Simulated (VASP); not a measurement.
Set up this calculation in VASP 6.6.1, as the native input.

```
Task                   : single point
Functional             : r2SCAN
Potentials or basis    : VASP PAW PBE potentials, release 64 (Zn, S)
Cutoff                 : 520 eV
k mesh                 : 6 × 6 × 2
Occupations            : gaussian, width 0.05 eV
Spin                   : no spin polarisation
Dipole correction      : no
Further INCAR settings : ALGO = Normal; EDIFF = 1e-07; NBANDS = 46
```

The system is ZnS.

```xyz
8
Lattice="3.8087 0.0000 0.0000 -1.9044 3.2985 0.0000 0.0000 0.0000 12.4665" Properties=species:S:1:pos:R:3 pbc="T T T"
Zn    0.0000    0.0000   -0.2235
Zn    0.0000    0.0000    6.0097
Zn    0.0000    2.1990    3.3425
Zn    1.9044    1.0995    9.5757
S     0.0000    0.0000    2.2793
S     0.0000    0.0000    8.5126
S     0.0000    2.1990    5.5098
S     1.9044    1.0995   11.7430
```

This cell differs from its parent crystal: atoms displaced along a vibrational mode.

These files were run (other wordings do the same):

POSCAR

```
ZnS
1.0
    3.8087369172      0.0000000000      0.0000000000
   -1.9043684586      3.2984629266      0.0000000000
    0.0000000000      0.0000000000     12.4664651906
Zn S
4 4
Direct
    0.0000000000      0.0000000000     -0.0179300539
    0.0000000000      0.0000000000      0.4820699461
    0.3333333333      0.6666666667      0.2681190371
    0.6666666667      0.3333333333      0.7681190371
    0.0000000000      0.0000000000      0.1828371458
    0.0000000000      0.0000000000      0.6828371458
    0.3333333333      0.6666666667      0.4419697434
    0.6666666667      0.3333333333      0.9419697434
```

INCAR.step1

```
SYSTEM = ZnS
PREC     = Accurate       ! precision mode
ENCUT    = 520            ! plane-wave cutoff, eV
ISMEAR   = 0              ! smearing method
SIGMA    = 0.05           ! smearing width, eV
LREAL    = .FALSE.        ! projectors in reciprocal space
LASPH    = .TRUE.         ! aspherical terms in the spheres
NELM     = 100            ! most SCF steps
NBANDS   = 46             ! bands
GGA      = PE             ! functional
ALGO     = Normal         ! electronic algorithm
EDIFF    = 1E-4           ! SCF threshold, eV
LWAVE    = .TRUE.         ! write WAVECAR
LCHARG   = .FALSE.        ! write CHGCAR
```

INCAR.step2

```
SYSTEM = ZnS
PREC     = Accurate       ! precision mode
ENCUT    = 520            ! plane-wave cutoff, eV
EDIFF    = 1E-7           ! SCF threshold, eV
ISMEAR   = 0              ! smearing method
SIGMA    = 0.05           ! smearing width, eV
LREAL    = .FALSE.        ! projectors in reciprocal space
LASPH    = .TRUE.         ! aspherical terms in the spheres
NELM     = 100            ! most SCF steps
ALGO     = Normal         ! electronic algorithm
ISIF     = 2              ! what is computed and relaxed
LWAVE    = .FALSE.        ! write WAVECAR
LCHARG   = .FALSE.        ! write CHGCAR
METAGGA  = R2SCAN         ! meta-GGA
LMIXTAU  = .TRUE.       
NBANDS   = 46             ! bands
ISTART   = 1
```

KPOINTS

```
regular mesh
0
G
  6 6 2
  0 0 0
```

Potentials or basis: VASP PAW PBE potentials, release 64 (Zn, S).

Command:

```sh
$ cat potpaw_PBE.64/Zn/POTCAR potpaw_PBE.64/S/POTCAR > POTCAR
$ cp INCAR.step1 INCAR
$ mpirun -np 1 vasp_std > vasp.out
$ cp INCAR.step2 INCAR
$ mpirun -np 1 vasp_std > vasp.out
```

It gave:

```
Pressure               : 1.2 GPa
Largest force          : 2.660 eV/Å
Band gap on the k mesh : 2.06 eV
```

Caveat: the cell differs from its parent crystal (atoms displaced along a vibrational mode); the PAW data sets were made with another functional, which shifts forces and pressure a little.

It took 3.8 min on 1 thread of Intel(R) Xeon(R) 6975P-C (Granite Rapids), with other jobs on the host, peak memory 0.33 GiB.
